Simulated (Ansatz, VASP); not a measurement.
**One calculation of FeS2, two programs**

INCAR

```
SYSTEM = FeS2
PREC = Accurate ; ENCUT = 600
EDIFF = 1E-6 ; ISMEAR = 0
SIGMA = 0.01 ; LREAL = .False.
LASPH = .True. ; NELM = 120
ALGO = Normal ; ISIF = 2
LWAVE = .False. ; LCHARG = .False.
GGA = PE ; IVDW = 12
NBANDS = 29 ; GGA_COMPAT = .False.
```

File KPOINTS:

```
regular mesh
0
Gamma
  4 4 6
  0 0 0
```

The input POSCAR:

```
FeS2
1.0
    4.4308093927      0.0000000000      0.0000000000
    0.0000000000      5.4005595620      0.0000000000
    0.0000000000      0.0000000000      3.3792367813
Fe S
2 4
Direct
    0.5000000000      0.5000000000      0.5000000000
    0.0000000000      0.0000000000      0.0000000000
    0.2990463069      0.8778422770      0.5000000000
    0.7009536931      0.1221577230      0.5000000000
    0.2009536931      0.3778422770      0.0000000000
    0.7990463069      0.6221577230      0.0000000000
```

Input for Ansatz:

```yaml
crystal:
  lattice:
    - [4.4308093927, 0.0, 0.0]
    - [0.0, 5.400559562, 0.0]
    - [0.0, 0.0, 3.3792367813]
  atoms:
    - { symbol: Fe, position: [0.5, 0.5, 0.5] }
    - { symbol: Fe, position: [0.0, 0.0, 0.0] }
    - { symbol: S, position: [0.2990463069, 0.877842277, 0.5] }
    - { symbol: S, position: [0.7009536931, 0.122157723, 0.5] }
    - { symbol: S, position: [0.2009536931, 0.377842277, 0.0] }
    - { symbol: S, position: [0.7990463069, 0.622157723, 0.0] }
kpoints:
  mp_grid: { grid: [4, 4, 6] }
hamiltonian:
  xc: pbe
  dispersion: d3bj
scf:
  occupations: { method: fixed }
  n_extra_bands: 5
output:
  forces: true
  stress: true
  eigenvalues: true
```

Alike in both runs: task single point; functional PBE; dispersion D3(BJ); k mesh 4 × 4 × 6; no spin polarisation.

|  | VASP | Ansatz |
| --- | --- | --- |
| version | VASP 6.6.1 | Ansatz 0.2.0 |
| potentials or method | VASP PAW PBE potentials, release 64 (Fe, S) | plane waves |
| plane-wave cutoff (eV) | 600 | 420 |
| occupations | gaussian, width 0.01 eV | fixed |
| valence electrons in the cell | 40 | 56 |

VASP gave:

```
gap on the k mesh at the Fermi level (eV)                     : 0.92
pressure (GPa)                                                : -3.9
traceless stress, the component that is largest in VASP (GPa) : -0.26
rms of the force components (eV/Å)                            : 0.117
```

Q: Which values does Ansatz return?

A: gap on the k mesh at the Fermi level (eV): 0.94; pressure (GPa): -4.0; traceless stress, the component that is largest in VASP (GPa): -0.41; rms of the force components (eV/Å): 0.155.

Atom by atom the forces differ by 0.038 eV/Å (rms over components). VASP's potentials hold 40 valence electrons a cell and Ansatz's 56, so a difference there can come from the potentials and not from the codes.
